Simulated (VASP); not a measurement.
# W8AuC8 in VASP: single point with PBEsol

Aim: the single point of W8AuC8 with PBEsol.

All numbers are computed with VASP 6.6.1; they aren't measurements. Logs are shortened: lines on timing, memory, paths and dates and some standing lists are left out, and cuts for length are marked.

### 1 The cell of the first run

The cell holds a slab with vacuum, 17 atoms: a = 5.710 Å, b = 5.710 Å, c = 15.205 Å, α = 90.00°, β = 90.00°, γ = 120.00°.

### 2 Single point, PBEsol

INCAR

```
SYSTEM = W8AuC8
  ALGO = Normal
  EDIFF = 1E-6
  ENCUT = 520
  GGA = PS
  ISIF = 2
  ISMEAR = 0
  LASPH = .True.
  LCHARG = .False.
  LREAL = Auto
  LWAVE = .False.
  NBANDS = 92
  NELM = 60
  PREC = Accurate
  SIGMA = 0.1
```

KPOINTS

```
k-points
0
Gamma
  5 5 1
  0 0 0
```

POSCAR

```
W8AuC8
1.0
    5.7102600000      0.0000000000      0.0000000000
   -2.8551300000      4.9452300000      0.0000000000
    0.0000000000      0.0000000000     15.2045300000
W C Au
8 8 1
Direct
    0.0000000000      0.0000000000      0.0657699000
    0.0000267160      0.0000288909      0.2541422707
    0.0000000000      0.5000000000      0.0657699000
   -0.0011530163      0.4994504575      0.2530430186
    0.5000000000      0.0000000000      0.0657699000
    0.5006538177      0.0012702192      0.2529980715
    0.5000000000      0.5000000000      0.0657699000
    0.5006439624      0.4994480252      0.2530234189
    0.3334920514      0.1667556311      0.1525963121
    0.3358060745      0.1679514974      0.3277602660
    0.3333461830      0.6666805838      0.1538321269
    0.3334353689      0.6667857036      0.3351495932
    0.8332675324      0.1667642966      0.1526025586
    0.8322312898      0.1679263108      0.3277755211
    0.8332557236      0.6664986369      0.1526094204
    0.8322510218      0.6644425174      0.3277949511
    0.3359452118      0.6695439682      0.4611746597
```

Potentials or basis: VASP PAW PBE potentials, release 64 (W_sv, C, Au).

The run is started by

```
cat potpaw_PBE.64/W_sv/POTCAR potpaw_PBE.64/C/POTCAR potpaw_PBE.64/Au/POTCAR > POTCAR
mpirun -np 1 vasp_std > vasp.out
```

OUTCAR:

```text
SYSTEM = W8AuC8
   EDIFF = 1E-6
   ENCUT = 520
   GGA = PS
   ISIF = 2
   ISMEAR = 0
   LASPH = .True.
   LREAL = Auto
   NELM = 60
   PREC = Accurate

 ion  position               nearest neighbor table
   1  0.000  0.000  0.066-   9 2.11  13 2.11  15 2.11   7 2.86   3 2.86   3 2.86   7 2.86   5 2.86
                             5 2.86   2 2.86
   2  0.000  0.000  0.254-  16 2.00  14 2.00  10 2.00   9 2.26  13 2.26  15 2.26   8 2.86   4 2.86
                             6 2.86   6 2.86   4 2.86   8 2.86   1 2.86
   3  0.000  0.500  0.066-  13 2.11  15 2.11  11 2.12   4 2.85   5 2.86   1 2.86   1 2.86   5 2.86
                             7 2.86   7 2.86
   4  0.999  0.499  0.253-  14 1.99  16 2.00  12 2.07  11 2.24  15 2.24  13 2.24   6 2.84   8 2.84
                             3 2.85   2 2.86   2 2.86   8 2.87   6 2.87
   5  0.500  0.000  0.066-   9 2.11  13 2.11  11 2.12   6 2.85   7 2.86   3 2.86   7 2.86   3 2.86
                             1 2.86   1 2.86
   6  0.501  0.001  0.253-  10 2.00  14 2.00  12 2.07  11 2.24  13 2.24   9 2.24   8 2.84   4 2.84
                             5 2.85   2 2.86   2 2.86   4 2.87   8 2.87
   7  0.500  0.500  0.066-   9 2.11  15 2.11  11 2.12   8 2.85   1 2.86   5 2.86   5 2.86   1 2.86
                             3 2.86   3 2.86
   8  0.501  0.499  0.253-  10 1.99  16 2.00  12 2.07  11 2.24  15 2.24   9 2.24   6 2.84   4 2.84
                             7 2.85   2 2.86   2 2.86   4 2.87   6 2.87
   9  0.333  0.167  0.153-   7 2.11   5 2.11   1 2.11   6 2.24   8 2.24   2 2.26
  10  0.336  0.168  0.328-   8 1.99   6 2.00   2 2.00
  11  0.333  0.667  0.154-   5 2.12   7 2.12   3 2.12   6 2.24   8 2.24   4 2.24
  12  0.333  0.667  0.335-  17 1.92   4 2.07   6 2.07   8 2.07
  13  0.833  0.167  0.153-   3 2.11   5 2.11   1 2.11   6 2.24   4 2.24   2 2.26
  14  0.832  0.168  0.328-   4 1.99   6 2.00   2 2.00
  15  0.833  0.666  0.153-   3 2.11   7 2.11   1 2.11   8 2.24   4 2.24   2 2.26
  16  0.832  0.664  0.328-   4 2.00   8 2.00   2 2.00
  17  0.336  0.670  0.461-  12 1.92

  LATTYP: Found a hexagonal cell.
 ALAT       =     5.7102600000
 C/A-ratio  =     2.6626686000

  Lattice vectors:

 A1 = (   5.7102600000,   0.0000000000,   0.0000000000)
 A2 = (  -2.8551300000,   4.9452300000,   0.0000000000)
 A3 = (   0.0000000000,   0.0000000000,  15.2045300000)

Analysis of symmetry for initial positions (statically):
=====================================================================
 Subroutine PRICEL returns:
 Original cell was already a primitive cell.

 Routine SETGRP: Setting up the symmetry group for a
 hexagonal supercell.

 Subroutine GETGRP returns: Found  1 space group operations
 (whereof  1 operations were pure point group operations)
 out of a pool of 24 trial point group operations.

The static configuration has the point symmetry C_1 .

Analysis of symmetry for dynamics (positions and initial velocities):
=====================================================================
 Subroutine PRICEL returns:
 Original cell was already a primitive cell.

 Routine SETGRP: Setting up the symmetry group for a
 hexagonal supercell.

 Subroutine GETGRP returns: Found  1 space group operations
 (whereof  1 operations were pure point group operations)
 out of a pool of 24 trial point group operations.

The dynamic configuration has the point symmetry C_1 .

 Subroutine INISYM returns: Found  1 space group operations
 (whereof  1 operations are pure point group operations),
 and found     1 'primitive' translations

----------------------------------------------------------------------------------------

                                     Primitive cell

  volume of cell :     429.3539

  direct lattice vectors                    reciprocal lattice vectors
     5.710260000  0.000000000  0.000000000     0.175123374  0.101107532  0.000000000
    -2.855130000  4.945230000  0.000000000     0.000000000  0.202215064  0.000000000
     0.000000000  0.000000000 15.204530000     0.000000000  0.000000000  0.065769873

  length of vectors
     5.710260000  5.710259808 15.204530000     0.202215057  0.202215064  0.065769873

  position of ions in fractional coordinates (direct lattice)
     0.000000000  0.000000000  0.065769900
     0.000026716  0.000028891  0.254142271
     0.000000000  0.500000000  0.065769900
     0.998846984  0.499450457  0.253043019
     0.500000000  0.000000000  0.065769900
     0.500653818  0.001270219  0.252998072
[... 9 lines left out ...]
     0.832251022  0.664442517  0.327794951
     0.335945212  0.669543968  0.461174660

  ion indices of the primitive-cell ions
   primitive index   ion index
                 1           1
                 2           2
                 3           3
                 4           4
                 5           5
                 6           6
[... 9 lines left out ...]
                16          16
                17          17

----------------------------------------------------------------------------------------

 KPOINTS: k-points

Automatic generation of k-mesh.
 Grid dimensions read from file:
 generate k-points for:    5    5    1

 Generating k-lattice:

  Cartesian coordinates                     Fractional coordinates (reciprocal lattice)
     0.035024675  0.020221506  0.000000000     0.200000000  0.000000000  0.000000000
     0.000000000  0.040443013  0.000000000     0.000000000  0.200000000  0.000000000
     0.000000000  0.000000000  0.065769873     0.000000000  0.000000000  1.000000000

  Length of vectors
     0.040443011  0.040443013  0.065769873

  Shift w.r.t. Gamma in fractional coordinates (k-lattice)
     0.000000000  0.000000000  0.000000000

 Subroutine IBZKPT returns following result:
 ===========================================

 Found     13 irreducible k-points:

 Following reciprocal coordinates:
            Coordinates               Weight
  0.000000  0.000000  0.000000      1.000000
  0.200000  0.000000  0.000000      2.000000
  0.000000  0.200000  0.000000      2.000000
 -0.200000  0.200000  0.000000      2.000000
  0.400000  0.000000  0.000000      2.000000
  0.000000  0.400000  0.000000      2.000000
 -0.400000  0.400000  0.000000      2.000000
  0.200000  0.200000  0.000000      2.000000
 -0.200000  0.400000  0.000000      2.000000
 -0.400000  0.200000  0.000000      2.000000
  0.400000  0.200000  0.000000      2.000000
 -0.200000 -0.400000  0.000000      2.000000
  0.400000  0.400000  0.000000      2.000000
   k-points           NKPTS =     13   k-points in BZ     NKDIM =     13   number of bands    NBANDS=     92
   number of dos      NEDOS =    301   number of ions     NIONS =     17
   total plane-waves  NPLWV = 211680
   dimension x,y,z NGX =    42 NGY =   42 NGZ =  120
   dimension x,y,z NGXF=    84 NGYF=   84 NGZF=  240
   ions per type =               8   8   1
   NGX,Y,Z   is equivalent  to a cutoff of  12.23, 12.23, 13.12 a.u.
   NGXF,Y,Z  is equivalent  to a cutoff of  24.46, 24.46, 26.24 a.u.
 SYSTEM =  W8AuC8
   PREC   = accura    normal or accurate (medium, high low for compatibility)
   ISTART =      0    job   : 0-new  1-cont  2-samecut
   ICHARG =      2    charge: 1-file 2-atom 10-const
   ISPIN  =      1    spin polarized calculation?
   LNONCOLLINEAR =      F non collinear calculations
   LSORBIT =      F    spin-orbit coupling
   LASPH  =      T    aspherical Exc in radial PAW
   ENCUT  =  520.0 eV  38.22 Ry    6.18 a.u.  10.62 10.62 28.27*2*pi/ulx,y,z
   NELM   =     60;   NELMIN=  2; NELMDL= -5     # of ELM steps
   EDIFF  = 0.1E-05   stopping-criterion for ELM
   LREAL  =      T    real-space projection
   EDIFFG = 0.1E-04   stopping-criterion for IOM
   NSW    =      0    number of steps for IOM
[... 5 lines left out ...]
   TEBEG  =    0.0;   TEEND  =   0.0 temperature during run
   PSTRESS=    0.0 pullay stress
   NELECT =     155.0000    total number of electrons
   NUPDOWN=      -1.0000    fix difference up-down
   EMIN   =  10.00;   EMAX   =-10.00  energy-range for DOS
   EFERMI =   0.00;   METHOD = LEGACY
   ISMEAR =     0;   SIGMA  =   0.10  broadening in eV -4-tet -1-fermi 0-gaus
   EFERMI_NEDOS =   21; number of points for ismear=-14 and -15
   IALGO  =     38    algorithm
   IMIX   =      4    mixing-type and parameters
     AMIX     =   0.40;   BMIX     =  1.00
     AMIX_MAG =   1.60;   BMIX_MAG =  1.00
  volume/ion in A,a.u.               =      25.26       170.44
  Fermi-wavevector in a.u.,A,eV,Ry     =   1.165682  2.202820 18.487809  1.358816
  Thomas-Fermi vector in A             =   2.302205
   LORBIT       =      0    0 simple, 1 ext, 2 COOP (PROOUT), +10 PAW based schemes
   GGA     = PS    functional components
   LHFCALC =     F    Hartree Fock is set to
   AEXX    =    0.0000 exact exchange contribution
   IVDW    =     0    specifies the selected vdW correction
   LEPSILON=     F    determine dielectric tensor
   LRPA    =     F    only Hartree local field effects (RPA)
 non-spin polarized calculation
 Gauss-broadening in eV      SIGMA  =   0.10
  energy-cutoff  :      520.00
  volume of cell :      429.35
 maximum number of plane-waves:     11613
   NGX = 21   NGY = 21   NGZ = 57

 number of electron     155.0000006 magnetization

 Free energy of the ion-electron system (eV)
  ---------------------------------------------------
  ext. energy  EPLUGINS =         0.00000000
  ---------------------------------------------------
  free energy    TOTEN  =      -175.08990084 eV

  energy without entropy =     -175.05822684  energy(sigma->0) =     -175.07406384

 E-fermi :   1.6799     XC(G=0):  -7.2992

 val. band max:        1.5529054240   @ k =   0.2000   0.0000   0.0000
 cond. band min:       1.7120555701   @ k =   0.0000   0.2000   0.0000
 fundamental gap:      0.1591501460
 Fermi energy:         1.6799190783

 k-point     1 :       0.0000    0.0000    0.0000
  band No.  band energies     occupation
      1     -72.1887      2.00000
      2     -72.1263      2.00000
      3     -72.1187      2.00000
      4     -72.1186      2.00000
      5     -72.1111      2.00000
      6     -72.0440      2.00000
[... 1185 lines left out ...]
     88       3.9733      0.00000
     89       3.9835      0.00000
 [bands above 89 left out]

------------------------ aborting loop because EDIFF is reached ----------------------------------------

  FORCE on cell =-STRESS in cart. coord.  units (eV):
  Direction    XX          YY          ZZ          XY          YZ          ZX
  --------------------------------------------------------------------------------------
  -------------------------------------------------------------------------------------
  Total       14.1577435     14.1957106      1.2535150     -0.0077684     -0.0220483     -0.0098691
  in kB       52.8310503     52.9727282      4.6776179     -0.0289885     -0.0822755     -0.0368275
  external PRESSURE =      36.8271321 kB  Pullay stress =       0.0000000 kB

 VOLUME and BASIS-vectors are now :
 -----------------------------------------------------------------------------
  energy-cutoff  :      520.00
  volume of cell :      429.35
      direct lattice vectors                 reciprocal lattice vectors
     5.710260000  0.000000000  0.000000000     0.175123374  0.101107532  0.000000000
    -2.855130000  4.945230000  0.000000000     0.000000000  0.202215064  0.000000000
     0.000000000  0.000000000 15.204530000     0.000000000  0.000000000  0.065769873

 POSITION                                       TOTAL-FORCE (eV/Angst)
 -----------------------------------------------------------------------------------
      0.00000      0.00000      1.00000         0.000021      0.000166     -0.046594
      0.00007      0.00014      3.86411         0.000174      0.000737     -0.038271
     -1.42756      2.47261      1.00000         0.075695      0.044308     -0.068258
      4.27768      2.46990      3.84740         0.019498      0.011803     -0.031081
      2.85513      0.00000      1.00000         0.000357     -0.086627     -0.072884
      2.85524      0.00628      3.84672         0.000140     -0.021177     -0.030350
[... 9 lines left out ...]
      2.85530      3.28582      4.98397         0.000110      0.002969      0.105520
      0.00670      3.31105      7.01194        -0.001085     -0.003859      0.121049
 -----------------------------------------------------------------------------------
    total drift:                                0.002115      0.003310     -0.003039

  FREE ENERGIE OF THE ION-ELECTRON SYSTEM (eV)
  ---------------------------------------------------
  free  energy   TOTEN  =      -175.0899008413 eV

  energy  without entropy=     -175.0582268368  energy(sigma->0) =     -175.07406384
```

Run time: 26 min. Hardware: 1 thread of Intel Xeon 8259CL, shared host; peak memory 0.68 GiB.

What came out:

```yaml
Free_energy: -175.0899 eV
Largest_force: 0.121 eV/Å
Band_gap_on_the_k_mesh: zero (an odd number of electrons rules out a gap without spin polarisation)
```

Forces in eV/Å, atoms in the order of the input:
```
W    0.000  0.000 -0.047
W    0.000  0.001 -0.038
W    0.076  0.044 -0.068
W    0.019  0.012 -0.031
W    0.000 -0.087 -0.073
W    0.000 -0.021 -0.030
W   -0.075  0.044 -0.070
W   -0.019  0.011 -0.031
C   -0.001 -0.001  0.002
C   -0.002 -0.001  0.104
C    0.000  0.000  0.003
C   -0.001 -0.001 -0.054
C    0.001 -0.001  0.001
C    0.002 -0.002  0.104
C    0.000  0.002  0.002
C    0.000  0.003  0.106
Au  -0.001 -0.004  0.121
```

Levels at points of the mesh, in eV from the Fermi level:
```tsv
k point	band 76	band 77	band 78	band 79	band 80	band 81
(0.00, 0.00, 0.00)	0.27	0.49	0.49	0.50	1.20	1.30
```

Caveat: there is no dipole correction, which matters where the two faces differ; the PAW data sets were made with another functional, which shifts forces and pressure a little; spin-orbit coupling is left out, which moves the levels of the heavy elements; an odd number of electrons without spin polarisation forces a metal; a magnetic or distorted state may lie lower.

The gap in the log of VASP goes by the Fermi energy; the results here count the filled bands.